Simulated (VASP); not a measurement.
Input of a VASP 6.6.1 run:

The input INCAR:

```
PREC     = Accurate       # precision mode
ENCUT    = 520            # plane-wave cutoff, eV
EDIFF    = 1E-7           # SCF threshold, eV
ISMEAR   = 0              # smearing method
SIGMA    = 0.1            # smearing width, eV
LREAL    = F              # projectors in reciprocal space
LASPH    = T              # aspherical terms in the spheres
NELM     = 100            # most SCF steps
ALGO     = Normal         # electronic algorithm
ISIF     = 2              # what is computed and relaxed
LWAVE    = F              # write WAVECAR
LCHARG   = F              # write CHGCAR
GGA      = PE             # functional
NBANDS   = 7              # bands
```

KPOINTS

```
Automatic mesh
0
Gamma
  16 16 16
```

The input POSCAR:

```
Mg
1.0
    0.0000000000      2.3535512672      2.3535512672
    2.3535512672      0.0000000000      2.3535512672
    2.3535512672      2.3535512672      0.0000000000
Mg
1
Direct
    0.0000000000      0.0000000000      0.0000000000
```

Potentials or basis: VASP PAW PBE potentials, release 64 (Mg).

Run with:

```bash
$ cat potpaw_PBE.64/Mg/POTCAR > POTCAR
$ mpirun -np 1 vasp_std > vasp.out
```

Q: Predict the band gap on the k mesh.

A: Zero (band 1 reaches 3.38 eV, above the bottom of band 2 at 0.70 eV).

Q: Estimate the pressure.

A: -3.4 GPa.

Caveat: the cell differs from its parent crystal (strained).
